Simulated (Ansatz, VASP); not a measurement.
# Two plane-wave programs on Mo

```
CELL_PARAMETERS angstrom
-1.58005 1.58005 1.58005
1.58005 -1.58005 1.58005
1.58005 1.58005 -1.58005
ATOMIC_POSITIONS crystal
Mo 0.00000 0.00000 0.00000
```

Alike in both runs: functional PBE; k mesh 16 × 16 × 16; occupations gaussian, width 0.1 eV; no spin polarisation.

Ansatz relaxed the structure, and its values are those at the end. VASP's run is a single point on that final structure, the one shown.

```csv
,VASP,Ansatz
version,VASP 6.6.1,Ansatz 0.2.0
potentials or method,"VASP PAW PBE potentials, release 64 (Mo_sv), cutoff 520 eV","scalar-relativistic, plane waves, PAW"
valence electrons in the cell,14,14
```

```csv
,VASP,Ansatz,Ansatz less VASP
gap on the k mesh at the Fermi level (eV),none,none,-
pressure (GPa),0.5,0.0,-0.50
```

A gap of «none» marks a metal or a gap that the smearing closes.
